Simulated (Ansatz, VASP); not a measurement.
## InP in VASP and in Ansatz

INCAR

```
PREC = Accurate
ENCUT = 520
EDIFF = 1E-6
ISMEAR = 0
SIGMA = 0.1
LREAL = F
LASPH = T
NELM = 100
ALGO = Normal
ISIF = 2
LWAVE = F
LCHARG = F
GGA = PE
NBANDS = 16
```

Contents of KPOINTS:

```
Automatic mesh
0
Gamma
  12 12 12
```

Contents of POSCAR:

```
InP
1.0
    3.6831408582      0.0000000000      0.0000000000
    0.0000000000      3.6831408582      0.0000000000
    0.0000000000      0.0000000000      3.6831408582
In P
1 1
Direct
    0.0000000000      0.0000000000      0.0000000000
    0.5000000000      0.5000000000      0.5000000000
```

Input for Ansatz:

```yaml
crystal:
  lattice:
    - [3.6831408582, 0.0, 0.0]
    - [0.0, 3.6831408582, 0.0]
    - [0.0, 0.0, 3.6831408582]
  atoms:
    - { symbol: In, position: [0.0, 0.0, 0.0] }
    - { symbol: P, position: [0.5, 0.5, 0.5] }
basis:
  ecutwfc: 420
kpoints:
  mp_grid: { grid: [12, 12, 12] }
hamiltonian:
  xc: pbe
scf:
  occupations: { method: gaussian, width: 0.1 }
output:
  forces: true
  stress: true
  eigenvalues: true
```

Alike in both runs: task single point; functional PBE; k mesh 12 × 12 × 12; occupations gaussian, width 0.1 eV; no spin polarisation.

|  | VASP | Ansatz |
| --- | --- | --- |
| version | VASP 6.6.1 | Ansatz 0.2.0 |
| potentials or method | VASP PAW PBE potentials, release 64 (In_d, P), cutoff 520 eV | scalar-relativistic, plane waves, PAW |
| valence electrons in the cell | 18 | 18 |

|  | VASP | Ansatz | Ansatz less VASP |
| --- | --- | --- | --- |
| gap on the k mesh at the Fermi level (eV) | none | none | - |
| pressure (GPa) | -7.8 | -7.8 | +0.04 |

A gap of «none» marks a metal or a gap that the smearing closes.
